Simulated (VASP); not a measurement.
Input of a VASP 6.6.1 run:

Contents of INCAR:

```
PREC = Accurate ; ENCUT = 520
EDIFF = 1E-6 ; ISMEAR = -1
SIGMA = 0.05 ; LREAL = F
LASPH = T ; NELM = 150
ALGO = Normal ; ISIF = 2
LWAVE = F ; LCHARG = T
ISPIN = 2 ; MAGMOM = 2.589 2.429 2.429
LORBIT = 11 ; LMAXMIX = 4
GGA = PE ; LELF = T
LVHAR = T ; NBANDS = 23
```

The input KPOINTS:

```
Automatic mesh
0
Gamma
  10 10 15
```

The input POSCAR:

```
Fe
1.0
    4.1801899539      0.0000000000      0.0000000000
   -2.0900949770      3.6201506927      0.0000000000
    0.0000000000      0.0000000000      2.3786398160
Fe
3
Direct
    0.0000000000      0.0000000000      0.0000000000
    0.3333333333      0.6666666667      0.5000000000
    0.6666666667      0.3333333333      0.5000000000
```

Potentials or basis: VASP PAW PBE potentials, release 64 (Fe).

The run is started by

```bash
$ cat potpaw_PBE.64/Fe/POTCAR > POTCAR
$ mpirun -np 1 vasp_std > vasp.out
```

Estimate the net moment.

7.46 μB per cell.

What does it give for the site moments?

Fe +2.56, +2.44 (each value once) μB.

Stress tensor (GPa, compression positive):
```
 0.07  0.00  0.00
 0.00  0.07  0.00
 0.00  0.00 -0.87
```
